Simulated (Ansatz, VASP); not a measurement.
# MgBeS3: VASP beside Ansatz

```xyz
5
Lattice="4.7437 0.0000 0.0000 0.0000 4.7437 0.0000 0.0000 0.0000 4.7437" Properties=species:S:1:pos:R:3 pbc="T T T"
Mg    2.3718    2.3718    2.3718
Be    0.0000    0.0000    0.0000
S     0.0000    2.3718    2.3718
S     2.3718    2.3718    0.0000
S     2.3718    0.0000    2.3718
```

Change from the starting cell: species swapped into the CsYbBr3 type (Pm-3m, No. 221).

Alike in both runs: functional PBE; k mesh 8 × 8 × 8; occupations gaussian, width 0.1 eV; no spin polarisation.

Ansatz relaxed the structure, and its values are those at the end. VASP's run is a single point on that final structure, the one shown.

|  | VASP | Ansatz |
| --- | --- | --- |
| version | VASP 6.6.1 | Ansatz 0.2.0 |
| potentials or method | VASP PAW PBE potentials, release 64 (Mg, Be, S), cutoff 520 eV | scalar-relativistic, plane waves, PAW |
| valence electrons in the cell | 22 | 30 |

```csv
,VASP,Ansatz,Ansatz less VASP
gap on the k mesh at the Fermi level (eV),none,none,-
pressure (GPa),-0.1,0.0,+0.06
```

A gap of «none» marks a metal or a gap that the smearing closes. With one functional, cell and mesh, what is left measures potentials, basis and numerics. VASP's potentials hold 22 valence electrons a cell and Ansatz's 30, so a difference there can come from the potentials and not from the codes.
